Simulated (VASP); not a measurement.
A run of VASP 6.6.1 is set up as follows.

The input INCAR:

```
PREC = Accurate
ENCUT = 520
EDIFF = 1E-6
ISMEAR = 0
SIGMA = 0.1
LREAL = F
LASPH = T
NELM = 120
ALGO = Normal
ISIF = 2
LWAVE = F
LCHARG = F
GGA = PS
NBANDS = 16
GGA_COMPAT = F
```

The input KPOINTS:

```
regular mesh
0
Gamma
  2 2 2
```

File POSCAR:

```
Mg
1.0
    0.0000000000      4.4885120000      4.4885120000
    4.4885120000      0.0000000000      4.4885120000
    4.4885120000      4.4885120000      0.0000000000
Mg
7
Direct
    0.0000000000      0.0000000000      0.0000000000
    0.0000000000      0.5000000000      0.0000000000
    0.0000000000      0.5000000000      0.5000000000
    0.5000000000      0.0000000000      0.0000000000
    0.5000000000      0.0000000000      0.5000000000
    0.5000000000      0.5000000000      0.0000000000
    0.5000000000      0.5000000000      0.5000000000
```

Potentials or basis: VASP PAW PBE potentials, release 64 (Mg).

Launch:

```sh
$ cat potpaw_PBE.64/Mg/POTCAR > POTCAR
$ mpirun -np 1 vasp_std > vasp.out
```

**Question.** Predict the pressure.

**Answer.** -1.1 GPa.

**Question.** Estimate the band gap on the k mesh.

**Answer.** Zero (bands 7 and 8 overlap by 2.71 eV).

Caveat: the k points lie up to 0.61 Å⁻¹ apart, too coarse for converged energies and pressures of a metal; the PAW data sets were made with another functional, which shifts forces and pressure a little.
